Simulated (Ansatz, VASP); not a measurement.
One calculation of SiC, two programs

Contents of INCAR:

```
SYSTEM = SiC
PREC = Accurate
ENCUT = 520
EDIFF = 1E-6
ISMEAR = -1
SIGMA = 0.02
LREAL = .False.
LASPH = .True.
NELM = 100
ALGO = Normal
ISIF = 2
LWAVE = .False.
LCHARG = .False.
LDIPOL = .True.
IDIPOL = 3
DIPOL = 0.5 0.5 0.500
GGA = PE
NBANDS = 16
```

Contents of KPOINTS:

```
Automatic mesh
0
Gamma
  8 6 1
  0 0 0
```

POSCAR

```
SiC
1.0
    3.0969261060      0.0000000000      0.0000000000
    0.0000000000      4.3797149007      0.0000000000
    0.0000000000      0.0000000000     17.5485000000
Si C
2 2
Direct
    0.0000000000      0.8750000000      0.4558804726
    0.5000000000      0.3750000000      0.5441195274
    0.5000000000      0.6250000000      0.4558804726
    0.0000000000      0.1250000000      0.5441195274
```

Input for Ansatz:

```yaml
crystal:
  lattice:
    - [3.096926106, 0.0, 0.0]
    - [0.0, 4.3797149007, 0.0]
    - [0.0, 0.0, 17.5485]
  atoms:
    - { symbol: Si, position: [0.0, 0.875, 0.4558804726] }
    - { symbol: C, position: [0.5, 0.625, 0.4558804726] }
    - { symbol: Si, position: [0.5, 0.375, 0.5441195274] }
    - { symbol: C, position: [0.0, 0.125, 0.5441195274] }
kpoints:
  mp_grid: { grid: [8, 6, 1] }
scf:
  occupations: { method: fermi_dirac, width: 0.02 }
hamiltonian:
  xc: pbe
  pseudopotentials: { kind: paw }
output:
  forces: true
  stress: true
  eigenvalues: true
  populations: true
efield:
  axis: 3
  amplitude: 0
  dipole_correction: true
```

Alike in both runs: task single point; functional PBE; k mesh 8 × 6 × 1; occupations fermi-dirac, width 0.02 eV; no spin polarisation.

|  | VASP | Ansatz |
| --- | --- | --- |
| version | VASP 6.6.1 | Ansatz 0.2.0 |
| potentials or method | VASP PAW PBE potentials, release 64 (Si, C) | PAW with Ansatz's default frozen-core files, scalar-relativistic |
| plane-wave cutoff (eV) | 520 | 420 |
| valence electrons in the cell | 16 | 16 |

|  | VASP | Ansatz | Ansatz less VASP |
| --- | --- | --- | --- |
| gap on the k mesh at the Fermi level (eV) | 0.75 | 0.76 | +0.010 |
| rms of the force components (eV/Å) | 1.309 | 1.312 | +0.0032 |
